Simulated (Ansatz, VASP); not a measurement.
## Mn: VASP beside Ansatz

```
CELL_PARAMETERS angstrom
-1.45021 1.45021 1.45021
1.45021 -1.45021 1.45021
1.45021 1.45021 -1.45021
ATOMIC_POSITIONS crystal
Mn 0.00000 0.00000 0.00000
```

Alike in both runs: task single point; functional PBE; k mesh 20 × 20 × 20; occupations gaussian, width 0.05 eV; collinear spin.

|  | VASP | Ansatz |
| --- | --- | --- |
| version | VASP 6.6.1 | Ansatz 0.2.0 |
| potentials or method | VASP PAW PBE potentials, release 64 (Mn_pv), cutoff 520 eV | scalar-relativistic, plane waves, PAW |
| valence electrons in the cell | 13 | 15 |

|  | VASP | Ansatz | Ansatz less VASP |
| --- | --- | --- | --- |
| gap on the k mesh at the Fermi level (eV) | none | none | - |
| pressure (GPa) | -21.2 | -21.3 | -0.13 |
| net moment per atom (μB) | 1.06 | 1.04 | -0.013 |
| size of the moment on the site where the two differ most (μB) | 1.06 | 1.05 | -0.013 |

Site moments also hang on the region over which each program counts them. A gap of «none» marks a metal or a gap that the smearing closes. VASP's potentials hold 13 valence electrons a cell and Ansatz's 15, so a difference there can come from the potentials and not from the codes.
